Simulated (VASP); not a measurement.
# CdS (P3m1) in VASP: further runs

CdS is run at these levels: PBEsol, revPBE, PBE, PBE0; tasks: single point.

Program: VASP 6.6.1. These are calculated values, not measurements. Logs are shortened: lines on timing, memory, paths and dates and some standing lists are left out, and cuts for length are marked.

## (1) The cell of the first run

It takes space group P3m1 (No. 156, trigonal). The conventional cell has a = 4.186 Å, b = 4.186 Å, c = 5.807 Å, α = 90.00°, β = 90.00°, γ = 120.00°. Cd (site symmetry 3m) has 3 S at 2.42 Å within 3.2 Å. S (site symmetry 3m) has 3 Cd at 2.42 Å within 3.2 Å.

## (2) Single point, PBEsol

Input file INCAR:

```
SYSTEM = CdS
PREC     = Accurate       ! precision mode
ENCUT    = 630            ! plane-wave cutoff, eV
EDIFF    = 1E-6           ! SCF threshold, eV
ISMEAR   = -1             ! smearing method
SIGMA    = 0.05           ! smearing width, eV
LREAL    = .FALSE.        ! projectors in reciprocal space
LASPH    = .TRUE.         ! aspherical terms in the spheres
NELM     = 120            ! most SCF steps
ALGO     = Normal         ! electronic algorithm
ISIF     = 2              ! what is computed and relaxed
LWAVE    = .FALSE.        ! write WAVECAR
LCHARG   = .TRUE.         ! write CHGCAR
GGA      = PS             ! functional
LELF     = .TRUE.         ! ELF
LVHAR    = .TRUE.       
NBANDS   = 20             ! bands
GGA_COMPAT= .FALSE.
```

Input file KPOINTS:

```
Automatic mesh
0
G
  7 7 5
  0 0 0
```

Input file POSCAR:

```
CdS
1.0
    4.1856499302      0.0000000000      0.0000000000
   -2.0928249651      3.6248791709      0.0000000000
    0.0000000000      0.0000000000      5.8066212051
Cd S
1 1
Direct
    0.0000000000      0.0000000000      0.4423444219
    0.6666666667      0.3333333333      0.4346555781
```

Potentials or basis: VASP PAW PBE potentials, release 64 (Cd_sv_GW, S).

On the command line:

```
cat potpaw_PBE.64/Cd_sv_GW/POTCAR potpaw_PBE.64/S/POTCAR > POTCAR
mpirun -np 1 vasp_std > vasp.out
```

OUTCAR:

```text
SYSTEM = CdS
   PREC = Accurate
   ENCUT = 630
   EDIFF = 1E-6
   ISMEAR = -1
   LREAL = .FALSE.
   LASPH = .TRUE.
   NELM = 120
   ISIF = 2
   GGA = PS

 ion  position               nearest neighbor table
   1  0.000  0.000  0.442-   2 2.42   2 2.42   2 2.42
   2  0.667  0.333  0.435-   1 2.42   1 2.42   1 2.42

  LATTYP: Found a hexagonal cell.
 ALAT       =     4.1856499302
 C/A-ratio  =     1.3872687162

  Lattice vectors:

 A1 = (   4.1856499302,   0.0000000000,   0.0000000000)
 A2 = (  -2.0928249651,   3.6248791709,   0.0000000000)
 A3 = (   0.0000000000,   0.0000000000,   5.8066212051)

Analysis of symmetry for initial positions (statically):
=====================================================================
 Subroutine PRICEL returns:
 Original cell was already a primitive cell.

 Routine SETGRP: Setting up the symmetry group for a
 hexagonal supercell.

 Subroutine GETGRP returns: Found  6 space group operations
 (whereof  6 operations were pure point group operations)
 out of a pool of 24 trial point group operations.

The static configuration has the point symmetry C_3v.

Analysis of symmetry for dynamics (positions and initial velocities):
=====================================================================
 Subroutine PRICEL returns:
 Original cell was already a primitive cell.

 Routine SETGRP: Setting up the symmetry group for a
 hexagonal supercell.

 Subroutine GETGRP returns: Found  6 space group operations
 (whereof  6 operations were pure point group operations)
 out of a pool of 24 trial point group operations.

The dynamic configuration has the point symmetry C_3v.

 Subroutine INISYM returns: Found  6 space group operations
 (whereof  6 operations are pure point group operations),
 and found     1 'primitive' translations

----------------------------------------------------------------------------------------

                                     Primitive cell

  volume of cell :      88.1008

  direct lattice vectors                    reciprocal lattice vectors
     4.185649930  0.000000000  0.000000000     0.238911523  0.137935632  0.000000000
    -2.092824965  3.624879171  0.000000000     0.000000000  0.275871264  0.000000000
     0.000000000  0.000000000  5.806621205     0.000000000  0.000000000  0.172217192

  length of vectors
     4.185649930  4.185649930  5.806621205     0.275871264  0.275871264  0.172217192

  position of ions in fractional coordinates (direct lattice)
     0.000000000  0.000000000  0.442344422
     0.666666667  0.333333333  0.434655578

  ion indices of the primitive-cell ions
   primitive index   ion index
                 1           1
                 2           2

----------------------------------------------------------------------------------------

 KPOINTS: Automatic mesh

Automatic generation of k-mesh.
 Grid dimensions read from file:
 generate k-points for:    7    7    5

 Generating k-lattice:

  Cartesian coordinates                     Fractional coordinates (reciprocal lattice)
     0.034130218  0.019705090  0.000000000     0.142857143 -0.000000000  0.000000000
     0.000000000  0.039410181  0.000000000     0.000000000  0.142857143  0.000000000
     0.000000000  0.000000000  0.034443438     0.000000000  0.000000000  0.200000000

  Length of vectors
     0.039410181  0.039410181  0.034443438

  Shift w.r.t. Gamma in fractional coordinates (k-lattice)
     0.000000000  0.000000000  0.000000000

 Subroutine IBZKPT returns following result:
 ===========================================

 Found     32 irreducible k-points:

 Following reciprocal coordinates:
            Coordinates               Weight
  0.000000  0.000000  0.000000      1.000000
  0.142857 -0.000000  0.000000      6.000000
  0.285714 -0.000000  0.000000      6.000000
  0.428571 -0.000000  0.000000      6.000000
  0.142857  0.142857  0.000000      6.000000
  0.285714  0.142857  0.000000     12.000000
[... 16 lines left out ...]
  0.000000  0.142857  0.400000      6.000000
  0.285714 -0.000000  0.400000      6.000000
 [... further k-points ...]
   k-points           NKPTS =     32   k-points in BZ     NKDIM =     32   number of bands    NBANDS=     20
   number of dos      NEDOS =    301   number of ions     NIONS =      2
   total plane-waves  NPLWV =  62208
   dimension x,y,z NGX =    36 NGY =   36 NGZ =   48
   dimension x,y,z NGXF=    72 NGYF=   72 NGZF=   96
   ions per type =               1   1
   NGX,Y,Z   is equivalent  to a cutoff of  14.30, 14.30, 13.74 a.u.
   NGXF,Y,Z  is equivalent  to a cutoff of  28.60, 28.60, 27.49 a.u.
 SYSTEM =  CdS
   PREC   = accura    normal or accurate (medium, high low for compatibility)
   ISTART =      0    job   : 0-new  1-cont  2-samecut
   ICHARG =      2    charge: 1-file 2-atom 10-const
   ISPIN  =      1    spin polarized calculation?
   LNONCOLLINEAR =      F non collinear calculations
   LSORBIT =      F    spin-orbit coupling
   LASPH  =      T    aspherical Exc in radial PAW
   ENCUT  =  630.0 eV  46.30 Ry    6.80 a.u.   8.57  8.57 11.88*2*pi/ulx,y,z
   NELM   =    120;   NELMIN=  2; NELMDL= -5     # of ELM steps
   EDIFF  = 0.1E-05   stopping-criterion for ELM
   LREAL  =      F    real-space projection
   EDIFFG = 0.1E-04   stopping-criterion for IOM
   NSW    =      0    number of steps for IOM
   IBRION =     -1    ionic relax: 0-MD 1-quasi-New 2-CG
   NFREE  =      0    steps in history (QN), initial steepest desc. (CG)
   ISIF   =      2    stress and relaxation
   ISYM   =      2    0-nonsym 1-usesym 2-fastsym
   POTIM  = 0.5000    time-step for ionic-motion
   TEBEG  =    0.0;   TEEND  =   0.0 temperature during run
   PSTRESS=    0.0 pullay stress
   NELECT =      26.0000    total number of electrons
   NUPDOWN=      -1.0000    fix difference up-down
   EMIN   =  10.00;   EMAX   =-10.00  energy-range for DOS
   EFERMI =   0.00;   METHOD = LEGACY
   ISMEAR =    -1;   SIGMA  =   0.05  broadening in eV -4-tet -1-fermi 0-gaus
   EFERMI_NEDOS =   21; number of points for ismear=-14 and -15
   IALGO  =     38    algorithm
   IMIX   =      4    mixing-type and parameters
     AMIX     =   0.40;   BMIX     =  1.00
     AMIX_MAG =   1.60;   BMIX_MAG =  1.00
  volume/ion in A,a.u.               =      44.05       297.27
  Fermi-wavevector in a.u.,A,eV,Ry     =   1.089948  2.059704 16.163554  1.187988
  Thomas-Fermi vector in A             =   2.226163
   LORBIT       =      0    0 simple, 1 ext, 2 COOP (PROOUT), +10 PAW based schemes
   GGA     = PS    functional components
   LHFCALC =     F    Hartree Fock is set to
   AEXX    =    0.0000 exact exchange contribution
   IVDW    =     0    specifies the selected vdW correction
   LEPSILON=     F    determine dielectric tensor
   LRPA    =     F    only Hartree local field effects (RPA)
 non-spin polarized calculation
  energy-cutoff  :      630.00
  volume of cell :       88.10
 maximum number of plane-waves:      3189
 NGX is ok and might be reduce to    36
   NGX = 17   NGY = 17   NGZ = 23

 number of electron      25.9999993 magnetization

 Free energy of the ion-electron system (eV)
  ---------------------------------------------------
  ext. energy  EPLUGINS =         0.00000000
  ---------------------------------------------------
  free energy    TOTEN  =        -6.28023499 eV

  energy without entropy =       -6.28023498  energy(sigma->0) =       -6.28023499

 E-fermi :  -0.2796     XC(G=0):  -6.3500

 val. band max:       -1.0899786104   @ k =   0.0000   0.0000   0.4000
 cond. band min:       0.4278330082   @ k =   0.0000   0.0000   0.0000
 fundamental gap:      1.5178116185
 Fermi energy:        -0.2796488285

 k-point     1 :       0.0000    0.0000    0.0000
  band No.  band energies     occupation
      1    -102.3559      2.00000
      2     -63.5033      2.00000
      3     -63.4182      2.00000
      4     -63.4182      2.00000
      5     -12.9937      2.00000
      6      -8.9405      2.00000
[... 12 lines left out ...]
     19       9.9200      0.00000
     20      10.5234      0.00000

 k-point     2 :       0.1429   -0.0000    0.0000
  band No.  band energies     occupation
      1    -102.3559      2.00000
      2     -63.5033      2.00000
      3     -63.4183      2.00000
      4     -63.4182      2.00000
      5     -12.9219      2.00000
      6      -8.9064      2.00000
[... 12 lines left out ...]
     19      10.3370      0.00000
     20      10.5662      0.00000

 k-point     3 :       0.2857   -0.0000    0.0000
  band No.  band energies     occupation
      1    -102.3559      2.00000
      2     -63.5033      2.00000
      3     -63.4185      2.00000
      4     -63.4183      2.00000
      5     -12.7586      2.00000
      6      -8.7779      2.00000
[... 12 lines left out ...]
     19       9.6187      0.00000
     20       9.8041      0.00000

 k-point     4 :       0.4286   -0.0000    0.0000
  band No.  band energies     occupation
      1    -102.3559      2.00000
      2     -63.5032      2.00000
      3     -63.4186      2.00000
      4     -63.4183      2.00000
      5     -12.6271      2.00000
      6      -8.6135      2.00000
[... 12 lines left out ...]
     19       9.1518      0.00000
     20       9.7181      0.00000

 k-point     5 :       0.1429    0.1429    0.0000
  band No.  band energies     occupation
      1    -102.3559      2.00000
      2     -63.5033      2.00000
      3     -63.4184      2.00000
      4     -63.4183      2.00000
      5     -12.8041      2.00000
      6      -8.8463      2.00000
[... 12 lines left out ...]
     19       9.3105      0.00000
     20      10.4330      0.00000
[... 353 lines left out ...]
      6      -8.9403      2.00000
[... 12 lines left out ...]
     19       9.6640      0.00000
     20      10.1651      0.00000

 k-point    22 :       0.1429   -0.0000    0.4000
  band No.  band energies     occupation
      1    -102.3559      2.00000
      2     -63.5033      2.00000
      3     -63.4183      2.00000
      4     -63.4182      2.00000
      5     -12.9190      2.00000
      6      -8.9062      2.00000
[... 12 lines left out ...]
     19       9.0392      0.00000
     20       9.8662      0.00000

 k-point    23 :       0.0000    0.1429    0.4000
  band No.  band energies     occupation
      1    -102.3559      2.00000
      2     -63.5033      2.00000
      3     -63.4183      2.00000
      4     -63.4182      2.00000
      5     -12.9190      2.00000
      6      -8.9062      2.00000
[... 12 lines left out ...]
     19       9.0075      0.00000
     20       9.8695      0.00000

 k-point    24 :       0.2857   -0.0000    0.4000
  band No.  band energies     occupation
      1    -102.3559      2.00000
      2     -63.5033      2.00000
      3     -63.4185      2.00000
      4     -63.4183      2.00000
      5     -12.7562      2.00000
      6      -8.7775      2.00000
[... 12 lines left out ...]
     19       8.8231      0.00000
     20       9.3941      0.00000

 [... further k-points ...]

------------------------ aborting loop because EDIFF is reached ----------------------------------------

  FORCE on cell =-STRESS in cart. coord.  units (eV):
  Direction    XX          YY          ZZ          XY          YZ          ZX
  --------------------------------------------------------------------------------------
  -------------------------------------------------------------------------------------
  Total       -0.0052894     -0.0052894     -0.0346526      0.0000000      0.0000000      0.0000000
  in kB       -0.0961907     -0.0961907     -0.6301829      0.0000000      0.0000000      0.0000000
  external PRESSURE =      -0.2741881 kB  Pullay stress =       0.0000000 kB

 VOLUME and BASIS-vectors are now :
 -----------------------------------------------------------------------------
  energy-cutoff  :      630.00
  volume of cell :       88.10
      direct lattice vectors                 reciprocal lattice vectors
     4.185649930  0.000000000  0.000000000     0.238911523  0.137935632  0.000000000
    -2.092824965  3.624879171  0.000000000     0.000000000  0.275871264  0.000000000
     0.000000000  0.000000000  5.806621205     0.000000000  0.000000000  0.172217192

 POSITION                                       TOTAL-FORCE (eV/Angst)
 -----------------------------------------------------------------------------------
      0.00000      0.00000      2.56853         0.000000      0.000000     -0.003446
      2.09282      1.20829      2.52388        -0.000000      0.000000      0.003446
 -----------------------------------------------------------------------------------
    total drift:                               -0.000000      0.000000      0.000365

  FREE ENERGIE OF THE ION-ELECTRON SYSTEM (eV)
  ---------------------------------------------------
  free  energy   TOTEN  =        -6.2802349934 eV

  energy  without entropy=       -6.2802349809  energy(sigma->0) =       -6.28023499
```

It took 67 s on 1 thread of Intel Xeon Platinum 8488C (Sapphire Rapids), shared host; peak memory 0.28 GiB.

Results:

* Free energy: -6.2802 eV
* Pressure: 0.0 GPa
* Largest force: 0.003 eV/Å
* Band gap on the k mesh: 1.52 eV

Forces on the atoms (eV/Å):
```
Cd   0.000  0.000 -0.003
S    0.000  0.000  0.003
```

Levels at points of the mesh, in eV from the valence-band top:
| k point | band 11 | band 12 | band 13 | band 14 | band 15 | band 16 |
| --- | --- | --- | --- | --- | --- | --- |
| (0.00, 0.00, 0.00) | -1.30 | 0.00 | 0.00 | 1.52 | 5.56 | 6.88 |

Caveat: the PAW data sets were made with another functional, which shifts forces and pressure a little.

## (3) Single point, revPBE

This run uses another cell than the first one.

Input file INCAR:

```
SYSTEM = CdS
ALGO = Normal
EDIFF = 1E-6
ENCUT = 630
GGA = RE
GGA_COMPAT = .False.
ISIF = 2
ISMEAR = -1
LASPH = .True.
LCHARG = .False.
LREAL = .False.
LWAVE = .False.
NBANDS = 20
NELM = 120
PREC = Accurate
SIGMA = 0.05
```

Input file KPOINTS:

```
k-points
0
Gamma
  7 7 5
  0 0 0
```

Input file POSCAR:

```
CdS
1.0
    4.2611695877      0.0000000000      0.0000000000
   -2.1305847939      3.6902811128      0.0000000000
    0.0000000000      0.0000000000      5.8041729400
Cd S
1 1
Direct
    0.0000000000      0.0000000000      0.4426919200
    0.6666666667      0.3333333333      0.4343080800
```

Potentials or basis: VASP PAW PBE potentials, release 64 (Cd_sv_GW, S).

On the command line:

```
cat potpaw_PBE.64/Cd_sv_GW/POTCAR potpaw_PBE.64/S/POTCAR > POTCAR
mpirun -np 1 vasp_std > vasp.out
```

Run time: 37 s. Hardware: 1 thread of Intel Xeon 6975P-C (Granite Rapids), shared host; peak memory 0.29 GiB.

Results (log left out):

* Free energy: -5.2889 eV
* Pressure: 0.4 GPa
* Band gap on the k mesh: 1.58 eV

Stress tensor (GPa, compression positive):
```
0.59 0.00 0.00
0.00 0.59 0.00
0.00 0.00 0.01
```

Levels at points of the mesh, in eV from the valence-band top:
```
           k point  band 9  band 10  band 11  band 12  band 13  band 14  band 15  band 16  band 17  band 18
(0.00, 0.00, 0.00)   -7.15    -6.95    -1.05     0.00     0.00     1.58     5.71     6.98     6.98     7.08
```

Caveat: the PAW data sets were made with another functional, which shifts forces and pressure a little.

(Part 1 of 2 ends here.)
